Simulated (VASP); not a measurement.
# TePd2 (R-3m) in VASP: relaxation of cell and atoms with PBE

Aim: the relaxation of cell and atoms of TePd2 with PBE.

Everything below comes from runs of VASP 6.6.1. Logs are shortened: lines on timing, memory, paths and dates and some standing lists are left out, and cuts for length are marked.

## Step 1: The cell of the first run

It takes space group R-3m (No. 166, trigonal). The conventional cell has a = 3.648 Å, b = 3.648 Å, c = 16.528 Å, α = 90.00°, β = 90.00°, γ = 120.00°. Te (site symmetry -3m) has 6 Pd at 2.52 Å within 3.3 Å. Pd (site symmetry 3m) has 3 Te at 2.52 Å within 3.3 Å.

## Step 2: Relaxation of cell and atoms, PBE

INCAR

```
SYSTEM = TePd2
PREC = Accurate
ENCUT = 600
EDIFF = 1E-6
ISMEAR = 0
SIGMA = 0.1
LREAL = .False.
LASPH = .True.
NELM = 80
ALGO = Fast
ISIF = 3
LWAVE = .False.
LCHARG = .False.
GGA = PE
IBRION = 2
NSW = 90
EDIFFG = -0.04
```

KPOINTS

```
regular mesh
0
Gamma
  6 6 6
  0 0 0
```

POSCAR

```
TePd2
1.0
    1.8241776019      1.0531894295      5.5094830058
   -1.8241776019      1.0531894295      5.5094830058
    0.0000000000     -2.1063788590      5.5094830058
Te Pd
1 2
Direct
    0.0000000000      0.0000000000      0.0000000000
    0.7500000000      0.7500000000      0.7500000000
    0.2500000000      0.2500000000      0.2500000000
```

Potentials or basis: VASP PAW PBE potentials, release 64 (Te, Pd).

The run is started by

```console
cat potpaw_PBE.64/Te/POTCAR potpaw_PBE.64/Pd/POTCAR > POTCAR
mpirun -np 1 vasp_std > vasp.out
```

OUTCAR:

```text
SYSTEM = TePd2
   PREC = Accurate
   ENCUT = 600
   EDIFF = 1E-6
   ISMEAR = 0
   LREAL = .False.
   LASPH = .True.
   NELM = 80
   ISIF = 3
   GGA = PE
   IBRION = 2
   NSW = 90
   EDIFFG = -0.04

 ion  position               nearest neighbor table
   1  0.000  0.000  0.000-   2 2.52   3 2.52   2 2.52   2 2.52   3 2.52   3 2.52
   2  0.750  0.750  0.750-   1 2.52   1 2.52   1 2.52
   3  0.250  0.250  0.250-   1 2.52   1 2.52   1 2.52

  LATTYP: Found a trigonal (rhomboedric) cell.
 ALAT       =     5.8984095220
 COS(alpha) =     0.8087090651

  Lattice vectors:

 A1 = (   1.8241776019,   1.0531894295,   5.5094830058)
 A2 = (  -1.8241776019,   1.0531894295,   5.5094830058)
 A3 = (   0.0000000000,  -2.1063788590,   5.5094830058)

Analysis of symmetry for initial positions (statically):
=====================================================================
 Subroutine PRICEL returns:
 Original cell was already a primitive cell.

 Routine SETGRP: Setting up the symmetry group for a
 trigonal (rhombohedral) supercell.

 Subroutine GETGRP returns: Found 12 space group operations
 (whereof 12 operations were pure point group operations)
 out of a pool of 12 trial point group operations.

The static configuration has the point symmetry D_3d.

Analysis of symmetry for dynamics (positions and initial velocities):
=====================================================================
 Subroutine PRICEL returns:
 Original cell was already a primitive cell.

 Routine SETGRP: Setting up the symmetry group for a
 trigonal (rhombohedral) supercell.

 Subroutine GETGRP returns: Found 12 space group operations
 (whereof 12 operations were pure point group operations)
 out of a pool of 12 trial point group operations.

The dynamic configuration has the point symmetry D_3d.

 Subroutine INISYM returns: Found 12 space group operations
 (whereof 12 operations are pure point group operations),
 and found     1 'primitive' translations

----------------------------------------------------------------------------------------

                                     Primitive cell

  volume of cell :      63.5091

  direct lattice vectors                    reciprocal lattice vectors
     1.824177602  1.053189429  5.509483006     0.274096118  0.158249468  0.060501745
    -1.824177602  1.053189429  5.509483006    -0.274096118  0.158249468  0.060501745
     0.000000000 -2.106378859  5.509483006     0.000000000 -0.316498936  0.060501745

  length of vectors
     5.898409522  5.898409522  5.898409522     0.322229790  0.322229790  0.322229790

  position of ions in fractional coordinates (direct lattice)
     0.000000000  0.000000000  0.000000000
     0.750000000  0.750000000  0.750000000
     0.250000000  0.250000000  0.250000000

  ion indices of the primitive-cell ions
   primitive index   ion index
                 1           1
                 2           2
                 3           3

----------------------------------------------------------------------------------------

 KPOINTS: regular mesh

Automatic generation of k-mesh.
 Grid dimensions read from file:
 generate k-points for:    6    6    6

 Generating k-lattice:

  Cartesian coordinates                     Fractional coordinates (reciprocal lattice)
     0.045682686  0.026374911  0.010083624     0.166666667  0.000000000 -0.000000000
    -0.045682686  0.026374911  0.010083624     0.000000000  0.166666667 -0.000000000
     0.000000000 -0.052749823  0.010083624    -0.000000000 -0.000000000  0.166666667

  Length of vectors
     0.053704965  0.053704965  0.053704965

  Shift w.r.t. Gamma in fractional coordinates (k-lattice)
     0.000000000  0.000000000  0.000000000

 Subroutine IBZKPT returns following result:
 ===========================================

 Found     32 irreducible k-points:

 Following reciprocal coordinates:
            Coordinates               Weight
  0.000000  0.000000  0.000000      1.000000
  0.166667 -0.000000  0.000000      6.000000
  0.333333  0.000000  0.000000      6.000000
  0.500000  0.000000  0.000000      3.000000
  0.166667  0.166667  0.000000      6.000000
  0.333333  0.166667  0.000000     12.000000
[... 16 lines left out ...]
  0.500000  0.500000  0.166667      6.000000
 -0.333333  0.500000  0.166667     12.000000
 [... further k-points ...]
   k-points           NKPTS =     32   k-points in BZ     NKDIM =     32   number of bands    NBANDS=     17
   number of dos      NEDOS =    301   number of ions     NIONS =      3
   total plane-waves  NPLWV = 110592
   dimension x,y,z NGX =    48 NGY =   48 NGZ =   48
   dimension x,y,z NGXF=    96 NGYF=   96 NGZF=   96
   ions per type =               1   2
   NGX,Y,Z   is equivalent  to a cutoff of  13.53, 13.53, 13.53 a.u.
   NGXF,Y,Z  is equivalent  to a cutoff of  27.06, 27.06, 27.06 a.u.
 SYSTEM =  TePd2
   PREC   = accura    normal or accurate (medium, high low for compatibility)
   ISTART =      0    job   : 0-new  1-cont  2-samecut
   ICHARG =      2    charge: 1-file 2-atom 10-const
   ISPIN  =      1    spin polarized calculation?
   LNONCOLLINEAR =      F non collinear calculations
   LSORBIT =      F    spin-orbit coupling
   LASPH  =      T    aspherical Exc in radial PAW
   ENCUT  =  600.0 eV  44.10 Ry    6.64 a.u.  11.78 11.78 11.78*2*pi/ulx,y,z
   NELM   =     80;   NELMIN=  2; NELMDL= -5     # of ELM steps
   EDIFF  = 0.1E-05   stopping-criterion for ELM
   LREAL  =      F    real-space projection
   EDIFFG = -.4E-01   stopping-criterion for IOM
   NSW    =     90    number of steps for IOM
   IBRION =      2    ionic relax: 0-MD 1-quasi-New 2-CG
   NFREE  =      1    steps in history (QN), initial steepest desc. (CG)
   ISIF   =      3    stress and relaxation
   ISYM   =      2    0-nonsym 1-usesym 2-fastsym
   POTIM  = 0.5000    time-step for ionic-motion
   TEBEG  =    0.0;   TEEND  =   0.0 temperature during run
   PSTRESS=    0.0 pullay stress
   NELECT =      26.0000    total number of electrons
   NUPDOWN=      -1.0000    fix difference up-down
   EMIN   =  10.00;   EMAX   =-10.00  energy-range for DOS
   EFERMI =   0.00;   METHOD = LEGACY
   ISMEAR =     0;   SIGMA  =   0.10  broadening in eV -4-tet -1-fermi 0-gaus
   EFERMI_NEDOS =   21; number of points for ismear=-14 and -15
   IALGO  =     68    algorithm
   IMIX   =      4    mixing-type and parameters
     AMIX     =   0.40;   BMIX     =  1.00
     AMIX_MAG =   1.60;   BMIX_MAG =  1.00
  volume/ion in A,a.u.               =      21.17       142.86
  Fermi-wavevector in a.u.,A,eV,Ry     =   1.215591  2.297133 20.104796  1.477661
  Thomas-Fermi vector in A             =   2.350973
   LORBIT       =      0    0 simple, 1 ext, 2 COOP (PROOUT), +10 PAW based schemes
   GGA     = PE    functional components
   LHFCALC =     F    Hartree Fock is set to
   AEXX    =    0.0000 exact exchange contribution
   IVDW    =     0    specifies the selected vdW correction
   LEPSILON=     F    determine dielectric tensor
   LRPA    =     F    only Hartree local field effects (RPA)
 conjugate gradient relaxation of ions
 non-spin polarized calculation
 RMM-DIIS sequential band-by-band and
 Gauss-broadening in eV      SIGMA  =   0.10
  energy-cutoff  :      600.00
  volume of cell :       63.51
 maximum number of plane-waves:      2164
   NGX = 23   NGY = 23   NGZ = 23

--------------------------------------- Ionic step        1  -------------------------------------------

 number of electron      26.0000000 magnetization

 Free energy of the ion-electron system (eV)
  ---------------------------------------------------
  ext. energy  EPLUGINS =         0.00000000
  ---------------------------------------------------
  free energy    TOTEN  =       -12.77222210 eV

  energy without entropy =      -12.75887218  energy(sigma->0) =      -12.76554714

------------------------ aborting loop because EDIFF is reached ----------------------------------------

  FORCE on cell =-STRESS in cart. coord.  units (eV):
  Direction    XX          YY          ZZ          XY          YZ          ZX
  --------------------------------------------------------------------------------------
  -------------------------------------------------------------------------------------
  Total        5.8832651      5.8832651      3.3597730      0.0000000      0.0000000     -0.0000000
  in kB      148.4202951    148.4202951     84.7588029      0.0000000      0.0000000     -0.0000000
  external PRESSURE =     127.1997977 kB  Pullay stress =       0.0000000 kB
[... 1058 lines left out ...]
      3       4.6965      2.00000
      4       5.4383      2.00000
      5       6.3278      2.00000
      6       6.6502      2.00000
[... 9 lines left out ...]
     16      16.3408      0.00000
     17      17.8082      0.00000

 [... further k-points ...]

[... ionic steps 4 to 45 ...]

--------------------------------------- Ionic step       46  -------------------------------------------

 number of electron      26.0000000 magnetization

------------------------ aborting loop because EDIFF is reached ----------------------------------------

  FORCE on cell =-STRESS in cart. coord.  units (eV):
  Direction    XX          YY          ZZ          XY          YZ          ZX
  --------------------------------------------------------------------------------------
  -------------------------------------------------------------------------------------
  Total        0.0966661      0.0966661     -0.1366903      0.0000000     -0.0000000      0.0000000
  in kB        2.5150213      2.5150213     -3.5563564      0.0000000     -0.0000000      0.0000000
  external PRESSURE =       0.4912287 kB  Pullay stress =       0.0000000 kB
[... 59 lines left out ...]
  energy  without entropy=      -14.2148719803  energy(sigma->0) =      -14.22364269

--------------------------------------- Ionic step       48  -------------------------------------------

 number of electron      26.0000000 magnetization

 Free energy of the ion-electron system (eV)
  ---------------------------------------------------
  ext. energy  EPLUGINS =         0.00000000
  ---------------------------------------------------
  free energy    TOTEN  =       -14.23276960 eV

  energy without entropy =      -14.21506878  energy(sigma->0) =      -14.22391919

 E-fermi :   8.4508     XC(G=0): -11.1403

 val. band max:        8.4191765819   @ k =  -0.3333   0.1667  -0.0000
 cond. band min:       8.4740612175   @ k =   0.1667  -0.0000   0.0000
 fundamental gap:      0.0548846356
 Fermi energy:         8.4508487314

 k-point     1 :       0.0000    0.0000    0.0000
  band No.  band energies     occupation
      1      -4.6650      2.00000
      2       2.8592      2.00000
      3       2.9056      2.00000
      4       2.9056      2.00000
      5       4.4818      2.00000
      6       4.4818      2.00000
[... 501 lines left out ...]
  FREE ENERGIE OF THE ION-ELECTRON SYSTEM (eV)
  ---------------------------------------------------
  free  energy   TOTEN  =       -14.2327696047 eV

  energy  without entropy=      -14.2150687832  energy(sigma->0) =      -14.22391919

 reached required accuracy - stopping structural energy minimisation
```

Wall time 24 min (1 thread of Intel Xeon 6975P-C (Granite Rapids), shared host); peak memory 0.39 GiB.

Results:

| Quantity | Value |
| --- | --- |
| Free energy | -14.2328 eV |
| Relaxed volume | 20.49 Å³/atom |
| Relaxed cell | a = 4.443 Å, b = 4.443 Å, c = 4.443 Å, α = 59.61°, β = 59.61°, γ = 59.61° |
| Space group after relaxing (to 0.05 Å) | Fm-3m (No. 225) |
| Energy gained by relaxing | 486.8 meV/atom |
| Ionic steps | 48 |
| Pressure after relaxing | 0.3 GPa |
| Largest force after relaxing | 0.011 eV/Å |
| Band gap on the k mesh | zero (band 13 reaches 10.34 eV, above the bottom of band 14 at 7.64 eV) |

Forces on the atoms (eV/Å):
```
Te   0.000  0.000  0.000
Pd   0.000  0.000 -0.011
Pd   0.000  0.000  0.011
```

Step by step:
```csv
step,energy change (eV),largest force (eV/Å),pressure (GPa),volume (Å³)
1,0.0000,2.5079,12.72,63.51
3,-0.4285,0.7713,-2.49,71.56
5,-0.5456,0.8872,-2.21,69.43
7,-0.6105,1.0779,23.16,52.78
9,-1.0336,0.4978,9.69,56.77
11,-1.0942,0.4808,6.38,58.15
13,-1.1668,0.1048,3.21,59.39
15,-1.1850,0.0320,0.02,61.18
17,-1.1919,0.0504,-0.01,61.24
19,-1.2323,0.1608,-0.08,61.40
21,-1.2908,1.0292,3.48,60.63
23,-1.3251,0.7094,1.84,60.97
25,-1.3306,0.6435,1.38,61.16
27,-1.3430,0.7264,0.24,62.12
29,-1.3736,0.5423,-0.78,62.53
31,-1.4006,0.0006,-3.96,64.39
33,-1.4219,0.0816,-2.55,63.27
35,-1.4428,0.0557,0.15,61.51
37,-1.4525,0.0280,0.43,61.36
39,-1.4549,0.0978,0.66,61.24
41,-1.4565,0.0922,-0.17,61.74
43,-1.4585,0.0286,-0.10,61.69
45,-1.4588,0.0010,-0.06,61.66
47,-1.4602,0.0073,0.46,61.37
48,-1.4605,0.0113,0.28,61.48
```

Final structure:
```xyz
3
Lattice="2.2085 1.2751 3.6388 -2.2085 1.2751 3.6388 0.0000 -2.5501 3.6388" Properties=species:S:1:pos:R:3 pbc="T T T"
Te    0.0000    0.0000    0.0000
Pd    0.0000    0.0000    8.2034
Pd    0.0000    0.0000    2.7130
```

Caveat: spin-orbit coupling is left out, which moves the levels of the heavy elements.
